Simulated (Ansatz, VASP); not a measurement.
## TiAl in VASP and in Ansatz

POSCAR

```
TiAl
1.0
    2.8480182822      0.0000000000      0.0000000000
   -1.4240091410      2.4664561828      0.0000000000
    0.0000000000      0.0000000000      4.6466855238
Ti Al
1 1
Direct
    0.0000000000      0.0000000000      0.0000000000
    0.3333333333      0.6666666667      0.5000000000
```

Contents of INCAR.step1:

```
SYSTEM = TiAl
PREC     = Accurate       ! precision mode
ENCUT    = 520            ! plane-wave cutoff, eV
EDIFF    = 1E-5           ! SCF threshold, eV
ISMEAR   = -1             ! smearing method
SIGMA    = 0.05           ! smearing width, eV
LREAL    = .False.        ! projectors in reciprocal space
LASPH    = .True.         ! aspherical terms in the spheres
NELM     = 60             ! most SCF steps
ALGO     = Normal         ! electronic algorithm
ISIF     = 2              ! what is computed and relaxed
LWAVE    = .True.         ! write WAVECAR
NBANDS   = 14             ! bands
GGA      = PE             ! functional
```

The input INCAR.step2:

```
SYSTEM = TiAl
PREC     = Accurate       ! precision mode
ENCUT    = 520            ! plane-wave cutoff, eV
EDIFF    = 1E-6           ! SCF threshold, eV
ISMEAR   = -1             ! smearing method
SIGMA    = 0.05           ! smearing width, eV
LREAL    = .False.        ! projectors in reciprocal space
LASPH    = .True.         ! aspherical terms in the spheres
NELM     = 60             ! most SCF steps
ALGO     = Normal         ! electronic algorithm
ISIF     = 2              ! what is computed and relaxed
LWAVE    = .False.        ! write WAVECAR
LCHARG   = .True.         ! write CHGCAR
GGA      = PE             ! functional
LHFCALC  = .True.         ! exact exchange
AEXX     = 0.25           ! exact-exchange fraction
PRECFOCK = Normal       
LELF     = .True.         ! ELF
LVHAR    = .True.       
NBANDS   = 14             ! bands
ISTART   = 1
```

Contents of KPOINTS:

```
Automatic mesh
0
Gamma
  6 6 4
  0 0 0
```

The input input.yaml:

```yaml
crystal:
  lattice:
    - [2.8480182822, 0.0, 0.0]
    - [-1.424009141, 2.4664561828, 0.0]
    - [0.0, 0.0, 4.6466855238]
  atoms:
    - { symbol: Ti, position: [0.0, 0.0, 0.0] }
    - { symbol: Al, position: [0.3333333333, 0.6666666667, 0.5] }
hamiltonian:
  xc: pbe0
  pseudopotentials: { kind: paw }
kpoints:
  mp_grid: { grid: [6, 6, 4] }
scf:
  occupations: { method: fermi_dirac, width: 0.05 }
output:
  forces: true
  stress: true
  eigenvalues: true
```

Alike in both runs: task single point; functional PBE0; k mesh 6 × 6 × 4; occupations fermi-dirac, width 0.05 eV; no spin polarisation.

|  | VASP | Ansatz |
| --- | --- | --- |
| version | VASP 6.6.1 | Ansatz 0.2.0 |
| potentials or method | VASP PAW PBE potentials, release 64 (Ti_sv, Al) | Ansatz PAW |
| plane-wave cutoff (eV) | 520 | 420 |
| valence electrons in the cell | 15 | 15 |

Ansatz gave:

- gap on the k mesh at the Fermi level (eV): none
- pressure (GPa): 0.7
- traceless stress, the component that is largest in VASP (GPa): -0.94

**Question.** What did VASP give for the same quantities?

**Answer.** gap on the k mesh at the Fermi level (eV): none; pressure (GPa): 0.3; traceless stress, the component that is largest in VASP (GPa): -0.93.

A gap of «none» marks a metal or a gap that the smearing closes.

The k mesh is coarse, so the values compare programs but aren't converged.
